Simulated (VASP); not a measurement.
Crystal: KI.

```
K I
1.0
     2.99390   -2.99643    0.00000
     2.99390    2.99643    0.00000
     0.00000    0.00000    4.23848
K I
1 1
Direct
  0.00000 0.00000 0.00000
  0.50000 0.50000 0.50000
```

Program: VASP 6.6.1. Alike in all runs: potentials or basis VASP PAW PBE potentials, release 64 (K_sv, I); no spin polarisation; cell as given; cutoff (eV) 520; smearing gaussian 0.02 eV. Hardware: 1 thread of Oxide Virtual Turin-like Processor, on a shared host.

Q: Order these runs on this cell by their wall time, lowest first.
A. task single point; level r2SCAN; k mesh 6 × 6 × 6
B. task density of states; level PBE+D3(BJ); k mesh 6 × 6 × 6; k mesh for the DOS 9 × 9 × 9; occupations for the DOS tetrahedron
C. task single point; level HSE06; k mesh 4 × 4 × 4; grid for exact exchange (PRECFOCK) Normal; screening parameter 0.2079 1/Å

A: B (130 s), A (300 s), C (1100 s).

Caveats: spin-orbit coupling is left out, which moves the levels of the heavy elements.
